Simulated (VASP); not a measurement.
# Mg (P6/mmm) in VASP: further runs, part 2 of 2

VASP 6.6.1. The steps go on from the part before.

## 3. Single point, LDA (strain +0.030 along x and y, -0.015 along z)

INCAR

```
  PREC = Accurate
  ENCUT = 520
  EDIFF = 1E-6
  ISMEAR = 0
  SIGMA = 0.15
  LREAL = F
  LASPH = T
  NELM = 60
  ALGO = Normal
  ISIF = 2
  LWAVE = F
  LCHARG = F
  GGA = CA
  NBANDS = 7
```

KPOINTS

```
regular mesh
0
Gamma
  18 18 16
```

POSCAR

```
Mg
1.0
    3.1418087945      0.0000000000      0.0000000000
   -1.5709043973      2.7208862299      0.0000000000
    0.0000000000      0.0000000000      2.9991650064
Mg
1
Direct
    0.0000000000      0.0000000000      0.0000000000
```

Potentials or basis: VASP PAW LDA potentials, release 64 (Mg).

On the command line:

```
> cat potpaw_LDA.64/Mg/POTCAR > POTCAR
> mpirun -np 1 vasp_std > vasp.out
```

OUTCAR:

```text
PREC = Accurate
   ENCUT = 520
   EDIFF = 1E-6
   ISMEAR = 0
   LREAL = F
   LASPH = T
   NELM = 60
   ISIF = 2
   GGA = CA

 ion  position               nearest neighbor table
   1  0.000  0.000  0.000-

  LATTYP: Found a hexagonal cell.
 ALAT       =     3.1418087945
 C/A-ratio  =     0.9545981957

  Lattice vectors:

 A1 = (   3.1418087945,   0.0000000000,   0.0000000000)
 A2 = (  -1.5709043973,   2.7208862299,   0.0000000000)
 A3 = (   0.0000000000,   0.0000000000,   2.9991650064)

Analysis of symmetry for initial positions (statically):
=====================================================================
 Subroutine PRICEL returns:
 Original cell was already a primitive cell.

 Routine SETGRP: Setting up the symmetry group for a
 hexagonal supercell.

 Subroutine GETGRP returns: Found 24 space group operations
 (whereof 24 operations were pure point group operations)
 out of a pool of 24 trial point group operations.

The static configuration has the point symmetry D_6h.

Analysis of symmetry for dynamics (positions and initial velocities):
=====================================================================
 Subroutine PRICEL returns:
 Original cell was already a primitive cell.

 Routine SETGRP: Setting up the symmetry group for a
 hexagonal supercell.

 Subroutine GETGRP returns: Found 24 space group operations
 (whereof 24 operations were pure point group operations)
 out of a pool of 24 trial point group operations.

The dynamic configuration has the point symmetry D_6h.

 Subroutine INISYM returns: Found 24 space group operations
 (whereof 24 operations are pure point group operations),
 and found     1 'primitive' translations

----------------------------------------------------------------------------------------

                                     Primitive cell
[... 107 lines left out ...]
   IMIX   =      4    mixing-type and parameters
     AMIX     =   0.40;   BMIX     =  1.00
     AMIX_MAG =   1.60;   BMIX_MAG =  1.00
  volume/ion in A,a.u.               =      25.64       173.02
  Fermi-wavevector in a.u.,A,eV,Ry     =   0.699500  1.321864  6.657343  0.489301
  Thomas-Fermi vector in A             =   1.783396
   LORBIT       =      0    0 simple, 1 ext, 2 COOP (PROOUT), +10 PAW based schemes
   GGA     = CA    functional components
   LHFCALC =     F    Hartree Fock is set to
   AEXX    =    0.0000 exact exchange contribution
   IVDW    =     0    specifies the selected vdW correction
   LEPSILON=     F    determine dielectric tensor
   LRPA    =     F    only Hartree local field effects (RPA)
 non-spin polarized calculation
 Gauss-broadening in eV      SIGMA  =   0.15
  energy-cutoff  :      520.00
  volume of cell :       25.64
 maximum number of plane-waves:       708
 NGX is ok and might be reduce to    24
   NGX = 11   NGY = 11   NGZ = 11

 number of electron       2.0000000 magnetization

 Free energy of the ion-electron system (eV)
  ---------------------------------------------------
  ext. energy  EPLUGINS =         0.00000000
  ---------------------------------------------------
  free energy    TOTEN  =        -1.55476684 eV

  energy without entropy =       -1.54976737  energy(sigma->0) =       -1.55226711

 E-fermi :   1.8995     XC(G=0):  -8.3082

 val. band max:        1.8956079641   @ k =   0.3333   0.0000   0.5000
 cond. band min:       1.9004421814   @ k =   0.3333   0.3333   0.0000
 fundamental gap:      0.0048342173
 Fermi energy:         1.8995167728

 k-point     1 :       0.0000    0.0000    0.0000
  band No.  band energies     occupation
      1      -4.5573      2.00000
      2      10.2237      0.00000
      3      11.2403      0.00000
      4      13.7315      0.00000
      5      13.7315      0.00000
      6      14.2115      0.00000
      7      14.2115      0.00000
[... 221 lines left out ...]
 k-point    24 :       0.3889    0.1111    0.0000
  band No.  band energies     occupation
      1      -0.4346      2.00000
      2       1.7245      1.90114
      3       6.9377      0.00000
      4      12.6307      0.00000
      5      14.7414      0.00000
      6      16.6649      0.00000
      7      16.6850      0.00000

 [... further k-points ...]

------------------------ aborting loop because EDIFF is reached ----------------------------------------

  FORCE on cell =-STRESS in cart. coord.  units (eV):
  Direction    XX          YY          ZZ          XY          YZ          ZX
  --------------------------------------------------------------------------------------
  -------------------------------------------------------------------------------------
  Total       -0.4765530     -0.4765530     -0.0231684      0.0000000      0.0000000     -0.0000000
  in kB      -29.7804531    -29.7804531     -1.4478246      0.0000000      0.0000000     -0.0000000
  external PRESSURE =     -20.3362436 kB  Pullay stress =       0.0000000 kB

 VOLUME and BASIS-vectors are now :
 -----------------------------------------------------------------------------
  energy-cutoff  :      520.00
  volume of cell :       25.64
      direct lattice vectors                 reciprocal lattice vectors
     3.141808795  0.000000000  0.000000000     0.318287988  0.183763656  0.000000000
    -1.570904397  2.720886230  0.000000000     0.000000000  0.367527311  0.000000000
     0.000000000  0.000000000  2.999165006     0.000000000  0.000000000  0.333426136

 POSITION                                       TOTAL-FORCE (eV/Angst)
 -----------------------------------------------------------------------------------
      0.00000      0.00000      0.00000        -0.000000      0.000000      0.000000
 -----------------------------------------------------------------------------------
    total drift:                               -0.000000     -0.000000      0.000000

  FREE ENERGIE OF THE ION-ELECTRON SYSTEM (eV)
  ---------------------------------------------------
  free  energy   TOTEN  =        -1.5547668420 eV

  energy  without entropy=       -1.5497673725  energy(sigma->0) =       -1.55226711
```

stdout:

```text
POSCAR found type information on POSCAR Mg
 POSCAR found :  1 types and       1 ions
 scaLAPACK will be used
 LDA part: xc-table for (Slater(with rela. corr.)+CA(PZ))
 , standard interpolation
 POSCAR, INCAR and KPOINTS ok, starting setup
 FFT: planning ... GRIDC
 FFT: planning ... GRID_SOFT
 FFT: planning ... GRID
 WAVECAR not read
 entering main loop
```

It took 9.1 s on 1 thread of Intel Xeon 6975P-C (Granite Rapids), shared host; peak memory 0.17 GiB.

Results:

```
Free energy            : -1.5548 eV
Pressure               : -2.0 GPa
Band gap on the k mesh : zero (band 1 reaches 5.04 eV, above the bottom of band 2 at -0.19 eV)
```

Caveat: the cell differs from its parent crystal (strain +0.030 along x and y, -0.015 along z).

## 4. Single point, LDA (strain +0.015 along x and y, +0.015 along z)

INCAR

```
  PREC = Accurate
  ENCUT = 520
  EDIFF = 1E-6
  ISMEAR = 0
  SIGMA = 0.15
  LREAL = False
  LASPH = True
  NELM = 80
  ALGO = Normal
  ISIF = 2
  LWAVE = False
  LCHARG = False
  NBANDS = 7
```

KPOINTS

```
Automatic mesh
0
Gamma
  18 18 16
```

POSCAR

```
Mg
1.0
    3.0960542975      0.0000000000      0.0000000000
   -1.5480271488      2.6812616731      0.0000000000
    0.0000000000      0.0000000000      3.0905101335
Mg
1
Direct
    0.0000000000      0.0000000000      0.0000000000
```

On the command line:

```
> cat potpaw_LDA.64/Mg/POTCAR > POTCAR
> mpirun -np 1 vasp_std > vasp.out
```

Wall time 9.5 s (1 thread of Intel Xeon 6975P-C (Granite Rapids), shared host); peak memory 0.17 GiB.

It converged, with:

```yaml
Free_energy: -1.5620 eV
Pressure: -1.9 GPa
Band_gap_on_the_k_mesh: zero (band 1 reaches 4.83 eV, above the bottom of band 2 at -0.30 eV)
```

Stress tensor (GPa, compression positive):
```
-2.02  0.00  0.00
 0.00 -2.02  0.00
 0.00  0.00 -1.69
```

Levels at points of the mesh, in eV from the Fermi level:
| k point | band 1 | band 2 | band 3 | band 4 | band 5 | band 6 |
| --- | --- | --- | --- | --- | --- | --- |
| (0.00, 0.00, 0.00) | -6.45 | 7.85 | 8.39 | 12.26 | 12.26 | 12.99 |
| (0.50, 0.00, 0.00) | -1.46 | -1.20 | 8.05 | 8.26 | 12.59 | 13.03 |
| (0.00, 0.00, 0.50) | -2.97 | -2.18 | 14.30 | 14.30 | 15.70 | 15.70 |
| (0.50, 0.00, 0.50) | 1.42 | 2.32 | 2.80 | 3.13 | 11.21 | 12.02 |

Caveat: the cell differs from its parent crystal (strain +0.015 along x and y, +0.015 along z).

## 5. Single point, LDA (strain +0.030 along x and y, +0.000 along z)

INCAR

```
SYSTEM = Mg
PREC     = Accurate       ! precision mode
ENCUT    = 520            ! plane-wave cutoff, eV
EDIFF    = 1E-7           ! SCF threshold, eV
ISMEAR   = 0              ! smearing method
SIGMA    = 0.15           ! smearing width, eV
LREAL    = .FALSE.        ! projectors in reciprocal space
LASPH    = .TRUE.         ! aspherical terms in the spheres
NELM     = 80             ! most SCF steps
ALGO     = Fast           ! electronic algorithm
ISIF     = 2              ! what is computed and relaxed
LWAVE    = .FALSE.        ! write WAVECAR
LCHARG   = .FALSE.        ! write CHGCAR
GGA      = CA             ! functional
NBANDS   = 7              ! bands
```

KPOINTS

```
Automatic mesh
0
G
  18 18 16
  0 0 0
```

POSCAR

```
Mg
1.0
    3.1418087945      0.0000000000      0.0000000000
   -1.5709043973      2.7208862299      0.0000000000
    0.0000000000      0.0000000000      3.0448375700
Mg
1
Direct
    0.0000000000      0.0000000000      0.0000000000
```

On the command line:

```
> cat potpaw_LDA.64/Mg/POTCAR > POTCAR
> mpirun -np 1 vasp_std > vasp.out
```

Wall time 10 s (1 thread of Intel Xeon 6975P-C (Granite Rapids), shared host); peak memory 0.17 GiB.

It converged, with:

* Free energy: -1.5533 eV
* Pressure: -2.3 GPa
* Band gap on the k mesh: zero (band 1 reaches 4.87 eV, above the bottom of band 2 at -0.27 eV)

Stress tensor (GPa, compression positive):
```
-3.00  0.00  0.00
 0.00 -3.00  0.00
 0.00  0.00 -1.03
```

Levels at points of the mesh, in eV from the Fermi level:
```tsv
k point	band 1	band 2	band 3	band 4
(0.00, 0.00, 0.00)	-6.39	8.12	8.91	11.89
(0.50, 0.00, 0.00)	-1.50	-1.35	7.81	7.87
(0.00, 0.00, 0.50)	-2.74	-2.09	14.10	14.10
(0.50, 0.00, 0.50)	1.55	2.22	2.86	3.14
```

Caveat: the cell differs from its parent crystal (strain +0.030 along x and y, +0.000 along z).

## 6. Summary

| cell | gap on the mesh (eV) | pressure (GPa) |
| --- | --- | --- |
| a = 3.096, b = 3.096, c = 3.045 Å, angles 90.0, 90.0, 120.0°, 1 atom | none | -1.6 |
| a = 3.142, b = 3.142, c = 2.999 Å, angles 90.0, 90.0, 120.0°, 1 atom | none | -2.0 |
| a = 3.096, b = 3.096, c = 3.091 Å, angles 90.0, 90.0, 120.0°, 1 atom | none | -1.9 |
| a = 3.142, b = 3.142, c = 3.045 Å, angles 90.0, 90.0, 120.0°, 1 atom | none | -2.3 |

Alike in all rows: task single point; level LDA; potentials or basis VASP PAW LDA potentials, release 64 (Mg); no spin polarisation; k mesh 18 × 18 × 16; cutoff (eV) 520; smearing gaussian 0.15 eV.

Total energies depend on the potentials used, so only differences within one code and one set of settings carry meaning.
